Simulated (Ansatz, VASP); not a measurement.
# LiCl in VASP and in Ansatz

```
Li Cl
1.0
     0.00000    2.60682    2.60682
     2.60682    0.00000    2.60682
     2.60682    2.60682    0.00000
Li Cl
1 1
Direct
  0.00000 0.00000 0.00000
  0.50000 0.50000 0.50000
```

Alike in both runs: task single point; functional LDA; k mesh 6 × 6 × 6; no spin polarisation.

```csv
,VASP,Ansatz
version,VASP 6.6.1,Ansatz 0.2.0
potentials or method,"VASP PAW LDA potentials, release 64 (Li_sv, Cl), cutoff 750 eV","plane waves, PAW"
occupations,"gaussian, width 0.01 eV",fixed
valence electrons in the cell,10,10
```

|  | VASP | Ansatz | Ansatz less VASP |
| --- | --- | --- | --- |
| pressure (GPa) | -4.4 | -4.4 | +0.06 |

LDA's correlation is that of Perdew and Zunger in VASP and of Perdew and Wang (1992) in Ansatz. Ansatz's warnings: stress scf threshold loose.
